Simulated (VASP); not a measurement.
Write the native input for VASP 6.6.1 that does the following.

- Task: single point
- Functional: PBE
- Potentials or basis: VASP PAW PBE potentials, release 64 (Cs_sv)
- Cutoff: 520 eV
- k mesh: 6 × 6 × 6
- Occupations: fermi-dirac, width 0.05 eV
- Spin: no spin polarisation
- Dipole correction: no
- Further INCAR settings: ALGO = Normal; EDIFF = 1e-07; NBANDS = 10

The structure of Cs lies in POSCAR:

```
Cs
1.0
   -3.0861833234      3.0861833234      3.0861833234
    3.0861833234     -3.0861833234      3.0861833234
    3.0861833234      3.0861833234     -3.0861833234
Cs
1
Direct
    0.0000000000      0.0000000000      0.0000000000
```

This cell differs from its parent crystal: volume scaled by 0.96.

The input as run:

INCAR

```
SYSTEM = Cs
PREC = Accurate
ENCUT = 520
EDIFF = 1E-7
ISMEAR = -1
SIGMA = 0.05
LREAL = .FALSE.
LASPH = .TRUE.
NELM = 100
ALGO = Normal
ISIF = 2
LWAVE = .FALSE.
LCHARG = .FALSE.
GGA = PE
NBANDS = 10
```

KPOINTS

```
regular mesh
0
G
  6 6 6
  0 0 0
```

Potentials or basis: VASP PAW PBE potentials, release 64 (Cs_sv).

Launch:

```bash
$ cat potpaw_PBE.64/Cs_sv/POTCAR > POTCAR
$ mpirun -np 1 vasp_std > vasp.out
```

It gave:

- Pressure: 0.0 GPa

It took 6.2 s on 1 thread of Intel(R) Xeon(R) 6975P-C (Granite Rapids) (shared host), peak memory 0.23 GiB.
